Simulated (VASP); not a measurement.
# ScAl3 (Pm-3m) in VASP: a series of runs

ScAl3 is run at these levels: r2SCAN; tasks: single point.

Everything below comes from runs of VASP 6.6.1. Logs are shortened: lines on timing, memory, paths and dates and some standing lists are left out, and cuts for length are marked.

**1. The cell of the first run**

Symmetry: Pm-3m, No. 221, cubic system. Conventional cell: a = 4.132 Å, b = 4.132 Å, c = 4.132 Å, α = 90.00°, β = 90.00°, γ = 90.00°. Sc (site symmetry m-3m) has 12 Al at 2.92 Å within 3.8 Å. Within 3.8 Å of Al (site symmetry 4/mmm) lie 4 Sc at 2.92 Å and 8 Al at 2.92 Å.

**2. Single point, r2SCAN**

Input file POSCAR:

```
ScAl3
1.0
    4.1324473365      0.0000000000      0.0000000000
    0.0000000000      4.1324473365      0.0000000000
    0.0000000000      0.0000000000      4.1324473365
Sc Al
1 3
Direct
    0.0000000000      0.0000000000      0.0000000000
    0.5000000000      0.0000000000      0.5000000000
    0.0000000000      0.5000000000      0.5000000000
    0.5000000000      0.5000000000      0.0000000000
```

Input file INCAR.step1:

```
PREC = Accurate
ENCUT = 520
ISMEAR = 0
SIGMA = 0.1
LREAL = F
LASPH = T
NELM = 100
NBANDS = 18
GGA = PE
ALGO = Normal
EDIFF = 1E-4
LWAVE = T
LCHARG = F
```

Input file INCAR.step2:

```
PREC = Accurate
ENCUT = 520
EDIFF = 1E-6
ISMEAR = 0
SIGMA = 0.1
LREAL = F
LASPH = T
NELM = 100
ALGO = Normal
ISIF = 2
LWAVE = F
LCHARG = T
METAGGA = R2SCAN
LMIXTAU = T
LELF = T
LVHAR = T
NBANDS = 18
ISTART = 1
```

Input file KPOINTS:

```
regular mesh
0
Gamma
  10 10 10
```

Potentials or basis: VASP PAW PBE potentials, release 64 (Sc_sv, Al).

Run with:

```bash
cat potpaw_PBE.64/Sc_sv/POTCAR potpaw_PBE.64/Al/POTCAR > POTCAR
cp INCAR.step1 INCAR
mpirun -np 1 vasp_std > vasp.out
cp INCAR.step2 INCAR
mpirun -np 1 vasp_std > vasp.out
```

OUTCAR:

```text
PREC = Accurate
   ENCUT = 520
   EDIFF = 1E-6
   ISMEAR = 0
   LREAL = F
   LASPH = T
   NELM = 100
   ISIF = 2
   METAGGA = R2SCAN
   ISTART = 1

 ion  position               nearest neighbor table
   1  0.000  0.000  0.000-   2 2.92   3 2.92   4 2.92   2 2.92   3 2.92   3 2.92   4 2.92   3 2.92
                             2 2.92   4 2.92   2 2.92   4 2.92
   2  0.500  0.000  0.500-   1 2.92   3 2.92   4 2.92   1 2.92   4 2.92   3 2.92   4 2.92   4 2.92
                             1 2.92   3 2.92   1 2.92   3 2.92
   3  0.000  0.500  0.500-   1 2.92   2 2.92   4 2.92   1 2.92   4 2.92   1 2.92   2 2.92   1 2.92
                             2 2.92   4 2.92   4 2.92   2 2.92
   4  0.500  0.500  0.000-   1 2.92   2 2.92   3 2.92   2 2.92   3 2.92   1 2.92   2 2.92   2 2.92
                             1 2.92   3 2.92   3 2.92   1 2.92

  LATTYP: Found a simple cubic cell.
 ALAT       =     4.1324473365

  Lattice vectors:

 A1 = (   4.1324473365,   0.0000000000,   0.0000000000)
 A2 = (   0.0000000000,   4.1324473365,   0.0000000000)
 A3 = (   0.0000000000,   0.0000000000,   4.1324473365)

Analysis of symmetry for initial positions (statically):
=====================================================================
 Subroutine PRICEL returns:
 Original cell was already a primitive cell.

 Routine SETGRP: Setting up the symmetry group for a
 simple cubic supercell.

 Subroutine GETGRP returns: Found 48 space group operations
 (whereof 48 operations were pure point group operations)
 out of a pool of 48 trial point group operations.

The static configuration has the point symmetry O_h .

Analysis of symmetry for dynamics (positions and initial velocities):
=====================================================================
 Subroutine PRICEL returns:
 Original cell was already a primitive cell.

 Routine SETGRP: Setting up the symmetry group for a
 simple cubic supercell.

 Subroutine GETGRP returns: Found 48 space group operations
 (whereof 48 operations were pure point group operations)
 out of a pool of 48 trial point group operations.

The dynamic configuration has the point symmetry O_h .

 Subroutine INISYM returns: Found 48 space group operations
 (whereof 48 operations are pure point group operations),
 and found     1 'primitive' translations

----------------------------------------------------------------------------------------

                                     Primitive cell

[... 95 lines left out ...]
   LREAL  =      F    real-space projection
   EDIFFG = 0.1E-04   stopping-criterion for IOM
   NSW    =      0    number of steps for IOM
   IBRION =     -1    ionic relax: 0-MD 1-quasi-New 2-CG
   NFREE  =      0    steps in history (QN), initial steepest desc. (CG)
   ISIF   =      2    stress and relaxation
   ISYM   =      2    0-nonsym 1-usesym 2-fastsym
   POTIM  = 0.5000    time-step for ionic-motion
   TEBEG  =    0.0;   TEEND  =   0.0 temperature during run
   PSTRESS=    0.0 pullay stress
   NELECT =      20.0000    total number of electrons
   NUPDOWN=      -1.0000    fix difference up-down
   EMIN   =  10.00;   EMAX   =-10.00  energy-range for DOS
   EFERMI =   0.00;   METHOD = LEGACY
   ISMEAR =     0;   SIGMA  =   0.10  broadening in eV -4-tet -1-fermi 0-gaus
   EFERMI_NEDOS =   21; number of points for ismear=-14 and -15
   IALGO  =     38    algorithm
   IMIX   =      4    mixing-type and parameters
     AMIX     =   0.40;   BMIX     =  1.00
     AMIX_MAG =   1.60;   BMIX_MAG =  1.00
  volume/ion in A,a.u.               =      17.64       119.06
  Fermi-wavevector in a.u.,A,eV,Ry     =   1.075336  2.032090 15.733062  1.156347
  Thomas-Fermi vector in A             =   2.211190
   LORBIT       =      0    0 simple, 1 ext, 2 COOP (PROOUT), +10 PAW based schemes
   METAGGA = R2SCAN    functional components
   LHFCALC =     F    Hartree Fock is set to
   AEXX    =    0.0000 exact exchange contribution
   IVDW    =     0    specifies the selected vdW correction
   LEPSILON=     F    determine dielectric tensor
   LRPA    =     F    only Hartree local field effects (RPA)
 non-spin polarized calculation
 Gauss-broadening in eV      SIGMA  =   0.10
  energy-cutoff  :      520.00
  volume of cell :       70.57
 maximum number of plane-waves:      1935
 NGX is ok and might be reduce to    32
   NGX = 15   NGY = 15   NGZ = 15

 number of electron      19.9999994 magnetization

 Free energy of the ion-electron system (eV)
  ---------------------------------------------------
  ext. energy  EPLUGINS =         0.00000000
  ---------------------------------------------------
  free energy    TOTEN  =       -33.48852010 eV

  energy without entropy =      -33.48274136  energy(sigma->0) =      -33.48563073

 E-fermi :   7.0362     XC(G=0): -10.9894

 val. band max:        6.9841113330   @ k =   0.3000   0.3000   0.0000
 cond. band min:       7.0440453776   @ k =   0.4000   0.1000   0.1000
 fundamental gap:      0.0599340445
 Fermi energy:         7.0362008069

 k-point     1 :       0.0000    0.0000    0.0000
  band No.  band energies     occupation
      1     -44.1775      2.00000
      2     -21.9032      2.00000
      3     -21.9032      2.00000
      4     -21.9032      2.00000
      5      -3.4493      2.00000
      6       4.3447      2.00000
[... 481 lines left out ...]
      5      -2.4303      2.00000
      6       1.2090      2.00000
[... 10 lines left out ...]
     17      11.9670      0.00000
     18      12.7950      0.00000

 [... further k-points ...]

------------------------ aborting loop because EDIFF is reached ----------------------------------------

  FORCE on cell =-STRESS in cart. coord.  units (eV):
  Direction    XX          YY          ZZ          XY          YZ          ZX
  --------------------------------------------------------------------------------------
  -------------------------------------------------------------------------------------
  Total       -1.3267933     -1.3267933     -1.3267933      0.0000000     -0.0000000      0.0000000
  in kB      -30.1225596    -30.1225596    -30.1225596      0.0000000     -0.0000000      0.0000000
  external PRESSURE =     -30.1225596 kB  Pullay stress =       0.0000000 kB

 VOLUME and BASIS-vectors are now :
 -----------------------------------------------------------------------------
  energy-cutoff  :      520.00
  volume of cell :       70.57
      direct lattice vectors                 reciprocal lattice vectors
     4.132447337  0.000000000  0.000000000     0.241987355  0.000000000  0.000000000
     0.000000000  4.132447337  0.000000000     0.000000000  0.241987355  0.000000000
     0.000000000  0.000000000  4.132447337     0.000000000  0.000000000  0.241987355

 POSITION                                       TOTAL-FORCE (eV/Angst)
 -----------------------------------------------------------------------------------
      0.00000      0.00000      0.00000         0.000000      0.000000      0.000000
      2.06622      0.00000      2.06622         0.000000      0.000000      0.000000
      0.00000      2.06622      2.06622         0.000000      0.000000      0.000000
      2.06622      2.06622      0.00000         0.000000      0.000000      0.000000
 -----------------------------------------------------------------------------------
    total drift:                                0.000000      0.000000      0.000000

  FREE ENERGIE OF THE ION-ELECTRON SYSTEM (eV)
  ---------------------------------------------------
  free  energy   TOTEN  =       -33.4885201012 eV

  energy  without entropy=      -33.4827413642  energy(sigma->0) =      -33.48563073
```

OUTCAR.step1:

```text
PREC = Accurate
   ENCUT = 520
   ISMEAR = 0
   LREAL = F
[... 737 lines left out ...]
      0.00000      0.00000      0.00000         0.000000      0.000000      0.000000
      2.06622      0.00000      2.06622         0.000000      0.000000      0.000000
      0.00000      2.06622      2.06622         0.000000      0.000000      0.000000
      2.06622      2.06622      0.00000         0.000000      0.000000      0.000000
 -----------------------------------------------------------------------------------
    total drift:                               -0.000000      0.000000      0.000000

  FREE ENERGIE OF THE ION-ELECTRON SYSTEM (eV)
  ---------------------------------------------------
  free  energy   TOTEN  =       -19.2939100735 eV

  energy  without entropy=      -19.2870023420  energy(sigma->0) =      -19.29045621
```

It took 1.9 min on 1 thread of Oxide Virtual Turin-like, shared host; peak memory 0.19 GiB.

What came out:

* Free energy: -33.4885 eV
* Pressure: -3.0 GPa
* Band gap on the k mesh: zero (bands 10 and 11 overlap by 4.17 eV)

Levels at points of the mesh, in eV from the Fermi level:
| k point | band 7 | band 8 | band 9 | band 10 | band 11 | band 12 | band 13 | band 14 |
| --- | --- | --- | --- | --- | --- | --- | --- | --- |
| (0.00, 0.00, 0.00) | -2.69 | -2.01 | -2.01 | -2.01 | 1.32 | 1.38 | 1.38 | 1.38 |
| (0.50, 0.00, 0.00) | -1.82 | -1.82 | -1.53 | 0.92 | 0.92 | 0.98 | 1.34 | 1.73 |
| (0.50, 0.50, 0.00) | -5.95 | -4.63 | -0.56 | -0.56 | 1.17 | 1.47 | 2.23 | 2.68 |
| (0.50, 0.50, 0.50) | -4.97 | -4.71 | -3.25 | -3.25 | -3.25 | 0.97 | 2.79 | 2.79 |

Caveat: the cell stands under tension; the PAW data sets were made with another functional, which shifts forces and pressure a little.

**3. Single point, r2SCAN**

This run uses another cell than the first one, of 12.21 Å³/atom.

Input file POSCAR:

```
ScAl3
1.0
    3.6552310950      0.0000000000      0.0000000000
    0.0000000000      3.6552310950      0.0000000000
    0.0000000000      0.0000000000      3.6552310950
Sc Al
1 3
Direct
    0.0000000000      0.0000000000      0.0000000000
    0.5000000000      0.0000000000      0.5000000000
    0.0000000000      0.5000000000      0.5000000000
    0.5000000000      0.5000000000      0.0000000000
```

Input file INCAR.step1:

```
SYSTEM = ScAl3
  ALGO = Normal
  EDIFF = 1E-4
  ENCUT = 520
  GGA = PE
  ISMEAR = 0
  LASPH = .True.
  LCHARG = .False.
  LREAL = .False.
  LWAVE = .True.
  NBANDS = 18
  NELM = 100
  PREC = Accurate
  SIGMA = 0.1
```

Input file INCAR.step2:

```
SYSTEM = ScAl3
  ALGO = Normal
  EDIFF = 1E-6
  ENCUT = 520
  ISIF = 2
  ISMEAR = 0
  ISTART = 1
  LASPH = .True.
  LCHARG = .True.
  LELF = .True.
  LMIXTAU = .True.
  LREAL = .False.
  LVHAR = .True.
  LWAVE = .False.
  METAGGA = R2SCAN
  NBANDS = 18
  NELM = 100
  PREC = Accurate
  SIGMA = 0.1
```

Input file KPOINTS:

```
k-points
0
Gamma
  12 12 12
  0 0 0
```

Potentials or basis: VASP PAW PBE potentials, release 64 (Sc_sv, Al).

Run with:

```bash
cat potpaw_PBE.64/Sc_sv/POTCAR potpaw_PBE.64/Al/POTCAR > POTCAR
cp INCAR.step1 INCAR
mpirun -np 1 vasp_std > vasp.out
cp INCAR.step2 INCAR
mpirun -np 1 vasp_std > vasp.out
```

It took 2 min on 1 thread of Oxide Virtual Turin-like, shared host; peak memory 0.18 GiB.

The run converged. Its results:

- Free energy: -30.7279 eV
- Pressure: 60.2 GPa
- Band gap on the k mesh: zero (bands 10 and 11 overlap by 4.71 eV)

Levels at points of the mesh, in eV from the Fermi level:
| k point | band 8 | band 9 | band 10 | band 11 | band 12 | band 13 |
| --- | --- | --- | --- | --- | --- | --- |
| (0.00, 0.00, 0.00) | -1.89 | -1.89 | -1.89 | 1.20 | 1.53 | 1.53 |
| (0.50, 0.00, 0.00) | -2.34 | -2.34 | 1.46 | 1.80 | 1.80 | 2.18 |
| (0.50, 0.50, 0.00) | -5.39 | -0.78 | -0.78 | 1.39 | 1.93 | 3.21 |
| (0.50, 0.50, 0.50) | -5.58 | -3.25 | -3.25 | -3.25 | 2.25 | 3.94 |

Caveat: the cell stands under pressure; the PAW data sets were made with another functional, which shifts forces and pressure a little.

(Part 1 of 2 ends here.)

The gap in the log of VASP goes by the Fermi energy; the results here count the filled bands.